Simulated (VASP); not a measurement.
# Ta (I4/mmm) in VASP: a series of runs

Ta is run at these levels: PBEsol; tasks: single point.

Program: VASP 6.6.1. These are calculated values, not measurements. Logs are shortened: lines on timing, memory, paths and dates and some standing lists are left out, and cuts for length are marked.

## (1) The cell of the first run

Symmetry: I4/mmm, No. 139, tetragonal system. The conventional cell has a = 3.156 Å, b = 3.156 Å, c = 3.401 Å, α = 90.00°, β = 90.00°, γ = 90.00°. Within 3.7 Å of Ta (site symmetry 4/mmm) lie 14 Ta at 2.81 to 3.40 Å.

## (2) Single point, PBEsol (16.94 Å³/atom)

The input, INCAR:

```
SYSTEM = Ta
PREC     = Accurate       ! precision mode
ENCUT    = 520            ! plane-wave cutoff, eV
EDIFF    = 1E-7           ! SCF threshold, eV
ISMEAR   = 0              ! smearing method
SIGMA    = 0.15           ! smearing width, eV
LREAL    = .False.        ! projectors in reciprocal space
LASPH    = .True.         ! aspherical terms in the spheres
NELM     = 60             ! most SCF steps
ALGO     = Fast           ! electronic algorithm
ISIF     = 2              ! what is computed and relaxed
LWAVE    = .False.        ! write WAVECAR
LCHARG   = .False.        ! write CHGCAR
GGA      = PS             ! functional
NBANDS   = 12             ! bands
```

The input, KPOINTS:

```
Automatic mesh
0
Gamma
  22 22 22
  0 0 0
```

The input, POSCAR:

```
Ta
1.0
   -1.5782458876      1.5782458876      1.7007177685
    1.5782458876     -1.5782458876      1.7007177685
    1.5782458876      1.5782458876     -1.7007177685
Ta
1
Direct
    0.0000000000      0.0000000000      0.0000000000
```

Potentials or basis: VASP PAW PBE potentials, release 64 (Ta_pv).

The run is started by

```console
cat potpaw_PBE.64/Ta_pv/POTCAR > POTCAR
mpirun -np 1 vasp_std > vasp.out
```

OUTCAR:

```text
SYSTEM = Ta
   PREC = Accurate
   ENCUT = 520
   EDIFF = 1E-7
   ISMEAR = 0
   LREAL = .False.
   LASPH = .True.
   NELM = 60
   ISIF = 2
   GGA = PS

 ion  position               nearest neighbor table
   1  0.000  0.000  0.000-

  LATTYP: Found a body centered tetragonal cell.
 ALAT       =     3.1564917752
 C/A-ratio  =     1.0776000000

  Lattice vectors:

 A1 = (  -1.5782458876,   1.5782458876,   1.7007177685)
 A2 = (   1.5782458876,  -1.5782458876,   1.7007177685)
 A3 = (   1.5782458876,   1.5782458876,  -1.7007177685)

Analysis of symmetry for initial positions (statically):
=====================================================================
 Subroutine PRICEL returns:
 Original cell was already a primitive cell.

 Routine SETGRP: Setting up the symmetry group for a
 body centered tetragonal supercell.

 Subroutine GETGRP returns: Found 16 space group operations
 (whereof 16 operations were pure point group operations)
 out of a pool of 16 trial point group operations.

The static configuration has the point symmetry D_4h.

Analysis of symmetry for dynamics (positions and initial velocities):
=====================================================================
 Subroutine PRICEL returns:
 Original cell was already a primitive cell.

 Routine SETGRP: Setting up the symmetry group for a
 body centered tetragonal supercell.

 Subroutine GETGRP returns: Found 16 space group operations
 (whereof 16 operations were pure point group operations)
 out of a pool of 16 trial point group operations.

The dynamic configuration has the point symmetry D_4h.

 Subroutine INISYM returns: Found 16 space group operations
 (whereof 16 operations are pure point group operations),
 and found     1 'primitive' translations

----------------------------------------------------------------------------------------

                                     Primitive cell

  volume of cell :      16.9450

  direct lattice vectors                    reciprocal lattice vectors
    -1.578245888  1.578245888  1.700717768     0.000000000  0.316807415  0.293993518
     1.578245888 -1.578245888  1.700717768     0.316807415  0.000000000  0.293993518
     1.578245888  1.578245888 -1.700717768     0.316807415  0.316807415  0.000000000

  length of vectors
     2.806093564  2.806093564  2.806093564     0.432202646  0.432202646  0.448033343

  position of ions in fractional coordinates (direct lattice)
     0.000000000  0.000000000  0.000000000

  ion indices of the primitive-cell ions
   primitive index   ion index
                 1           1

----------------------------------------------------------------------------------------

 KPOINTS: Automatic mesh

Automatic generation of k-mesh.
 Grid dimensions read from file:
 generate k-points for:   22   22   22

 Generating k-lattice:

  Cartesian coordinates                     Fractional coordinates (reciprocal lattice)
     0.000000000  0.014400337  0.013363342     0.045454545 -0.000000000  0.000000000
     0.014400337  0.000000000  0.013363342    -0.000000000  0.045454545  0.000000000
     0.014400337  0.014400337  0.000000000     0.000000000  0.000000000  0.045454545

  Length of vectors
     0.019645575  0.019645575  0.020365152

  Shift w.r.t. Gamma in fractional coordinates (k-lattice)
     0.000000000  0.000000000  0.000000000

 Subroutine IBZKPT returns following result:
 ===========================================

 Found    834 irreducible k-points:

 Following reciprocal coordinates:
            Coordinates               Weight
  0.000000  0.000000  0.000000      1.000000
  0.045455  0.000000 -0.000000      8.000000
  0.090909  0.000000 -0.000000      8.000000
  0.136364  0.000000 -0.000000      8.000000
  0.181818  0.000000 -0.000000      8.000000
  0.227273  0.000000 -0.000000      8.000000
[... 16 lines left out ...]
  0.500000  0.045455 -0.000000     16.000000
 -0.454545  0.045455  0.000000     16.000000
 [... further k-points ...]
   k-points           NKPTS =    834   k-points in BZ     NKDIM =    834   number of bands    NBANDS=     12
   number of dos      NEDOS =    301   number of ions     NIONS =      1
   total plane-waves  NPLWV =  13824
   dimension x,y,z NGX =    24 NGY =   24 NGZ =   24
   dimension x,y,z NGXF=    48 NGYF=   48 NGZF=   48
   ions per type =               1
   NGX,Y,Z   is equivalent  to a cutoff of  14.22, 14.22, 14.22 a.u.
   NGXF,Y,Z  is equivalent  to a cutoff of  28.44, 28.44, 28.44 a.u.
 SYSTEM =  Ta
   PREC   = accura    normal or accurate (medium, high low for compatibility)
   ISTART =      0    job   : 0-new  1-cont  2-samecut
   ICHARG =      2    charge: 1-file 2-atom 10-const
   ISPIN  =      1    spin polarized calculation?
   LNONCOLLINEAR =      F non collinear calculations
   LSORBIT =      F    spin-orbit coupling
   LASPH  =      T    aspherical Exc in radial PAW
   ENCUT  =  520.0 eV  38.22 Ry    6.18 a.u.   5.22  5.22  5.22*2*pi/ulx,y,z
   NELM   =     60;   NELMIN=  2; NELMDL= -5     # of ELM steps
   EDIFF  = 0.1E-06   stopping-criterion for ELM
   LREAL  =      F    real-space projection
   EDIFFG = 0.1E-05   stopping-criterion for IOM
   NSW    =      0    number of steps for IOM
   IBRION =     -1    ionic relax: 0-MD 1-quasi-New 2-CG
   NFREE  =      0    steps in history (QN), initial steepest desc. (CG)
   ISIF   =      2    stress and relaxation
   ISYM   =      2    0-nonsym 1-usesym 2-fastsym
   POTIM  = 0.5000    time-step for ionic-motion
   TEBEG  =    0.0;   TEEND  =   0.0 temperature during run
   PSTRESS=    0.0 pullay stress
   NELECT =      11.0000    total number of electrons
   NUPDOWN=      -1.0000    fix difference up-down
   EMIN   =  10.00;   EMAX   =-10.00  energy-range for DOS
   EFERMI =   0.00;   METHOD = LEGACY
   ISMEAR =     0;   SIGMA  =   0.15  broadening in eV -4-tet -1-fermi 0-gaus
   EFERMI_NEDOS =   21; number of points for ismear=-14 and -15
   IALGO  =     68    algorithm
   IMIX   =      4    mixing-type and parameters
     AMIX     =   0.40;   BMIX     =  1.00
     AMIX_MAG =   1.60;   BMIX_MAG =  1.00
  volume/ion in A,a.u.               =      16.94       114.35
  Fermi-wavevector in a.u.,A,eV,Ry     =   1.417507  2.678700 27.338540  2.009326
  Thomas-Fermi vector in A             =   2.538730
   LORBIT       =      0    0 simple, 1 ext, 2 COOP (PROOUT), +10 PAW based schemes
   GGA     = PS    functional components
   LHFCALC =     F    Hartree Fock is set to
   AEXX    =    0.0000 exact exchange contribution
   IVDW    =     0    specifies the selected vdW correction
   LEPSILON=     F    determine dielectric tensor
   LRPA    =     F    only Hartree local field effects (RPA)
 non-spin polarized calculation
 RMM-DIIS sequential band-by-band and
 Gauss-broadening in eV      SIGMA  =   0.15
  energy-cutoff  :      520.00
  volume of cell :       16.94
 maximum number of plane-waves:       476
 NGX is ok and might be reduce to    24
   NGX = 11   NGY = 11   NGZ = 11

 number of electron      11.0000001 magnetization

 Free energy of the ion-electron system (eV)
  ---------------------------------------------------
  ext. energy  EPLUGINS =         0.00000000
  ---------------------------------------------------
  free energy    TOTEN  =       -12.51071809 eV

  energy without entropy =      -12.49685147  energy(sigma->0) =      -12.50378478

 E-fermi :   5.8445     XC(G=0): -13.0435

 val. band max:        5.8441880536   @ k =   0.3636   0.1818   0.0909
 cond. band min:       5.8486025381   @ k =  -0.3636   0.3636   0.0909
 fundamental gap:      0.0044144846
 Fermi energy:         5.8444705732

 k-point     1 :       0.0000    0.0000    0.0000
  band No.  band energies     occupation
      1     -26.9610      2.00000
      2     -26.9499      2.00000
      3     -26.9499      2.00000
      4      -2.3363      2.00000
      5       6.2773      0.00004
      6       6.2773      0.00004
      7       7.2439      0.00000
      8       9.3019      0.00000
      9      10.6327      0.00000
     10      20.3188      0.00000
     11      21.6783      0.00000
     12      21.6783      0.00000

 k-point     2 :       0.0455    0.0000   -0.0000
  band No.  band energies     occupation
      1     -26.9885      2.00000
      2     -26.9588      2.00000
      3     -26.9549      2.00000
      4      -2.2378      2.00000
      5       6.2651      0.00007
      6       6.2999      0.00002
      7       7.2539      0.00000
      8       9.2329      0.00000
      9      10.5850      0.00000
     10      20.5142      0.00000
     11      21.8342      0.00000
     12      21.8472      0.00000

 k-point     3 :       0.0909    0.0000   -0.0000
  band No.  band energies     occupation
      1     -27.0817      2.00000
      2     -26.9846      2.00000
      3     -26.9556      2.00000
      4      -1.9498      2.00000
      5       6.2133      0.00051
      6       6.2991      0.00002
      7       7.3612      0.00000
      8       9.0634      0.00000
      9      10.4776      0.00000
     10      20.9931      0.00000
     11      22.2898      0.00000
     12      22.3423      0.00000
[... 286 lines left out ...]
 k-point    23 :       0.5000    0.0455   -0.0000
  band No.  band energies     occupation
      1     -28.3874      2.00000
      2     -27.3800      2.00000
      3     -26.9702      2.00000
      4       1.2290      2.00000
      5       4.4735      2.00000
      6       7.3472      0.00000
      7       9.2138      0.00000
      8      11.2516      0.00000
      9      14.0899      0.00000
     10      18.2770      0.00000
     11      18.3988      0.00000
     12      20.7212      0.00000

 k-point    24 :      -0.4545    0.0455    0.0000
  band No.  band energies     occupation
      1     -28.3373      2.00000
      2     -27.3626      2.00000
      3     -26.9715      2.00000
      4       1.2265      2.00000
      5       4.5409      2.00000
      6       6.9164      0.00000
      7       9.2826      0.00000
      8      11.1899      0.00000
      9      13.5229      0.00000
     10      18.5148      0.00000
     11      18.8440      0.00000
     12      20.7245      0.00000

 [... further k-points ...]

------------------------ aborting loop because EDIFF is reached ----------------------------------------

  FORCE on cell =-STRESS in cart. coord.  units (eV):
  Direction    XX          YY          ZZ          XY          YZ          ZX
  --------------------------------------------------------------------------------------
  -------------------------------------------------------------------------------------
  Total        1.4281360      1.4281360      0.4019714      0.0000000      0.0000000      0.0000000
  in kB      135.0325820    135.0325820     38.0070540      0.0000000      0.0000000      0.0000000
  external PRESSURE =     102.6907394 kB  Pullay stress =       0.0000000 kB

 VOLUME and BASIS-vectors are now :
 -----------------------------------------------------------------------------
  energy-cutoff  :      520.00
  volume of cell :       16.94
      direct lattice vectors                 reciprocal lattice vectors
    -1.578245888  1.578245888  1.700717768     0.000000000  0.316807415  0.293993518
     1.578245888 -1.578245888  1.700717768     0.316807415  0.000000000  0.293993518
     1.578245888  1.578245888 -1.700717768     0.316807415  0.316807415  0.000000000

 POSITION                                       TOTAL-FORCE (eV/Angst)
 -----------------------------------------------------------------------------------
      0.00000      0.00000      0.00000        -0.000000      0.000000     -0.000000
 -----------------------------------------------------------------------------------
    total drift:                                0.000000      0.000000     -0.000000

  FREE ENERGIE OF THE ION-ELECTRON SYSTEM (eV)
  ---------------------------------------------------
  free  energy   TOTEN  =       -12.5107180866 eV

  energy  without entropy=      -12.4968514675  energy(sigma->0) =      -12.50378478
```

Wall time 2.2 min (1 thread of Intel Xeon 8259CL, shared host); peak memory 0.28 GiB.

What came out:

| Quantity | Value |
| --- | --- |
| Free energy | -12.5107 eV |
| Pressure | 10.3 GPa |
| Band gap on the k mesh | zero (an odd number of electrons rules out a gap without spin polarisation) |

Stress tensor (GPa, compression positive):
```
13.50  0.00  0.00
 0.00 13.50  0.00
 0.00  0.00  3.80
```

Caveat: the stress differs along the axes, from 4 to 14 GPa; the PAW data sets were made with another functional, which shifts forces and pressure a little; spin-orbit coupling is left out, which moves the levels of the heavy elements.

[end of part 1 of 2]
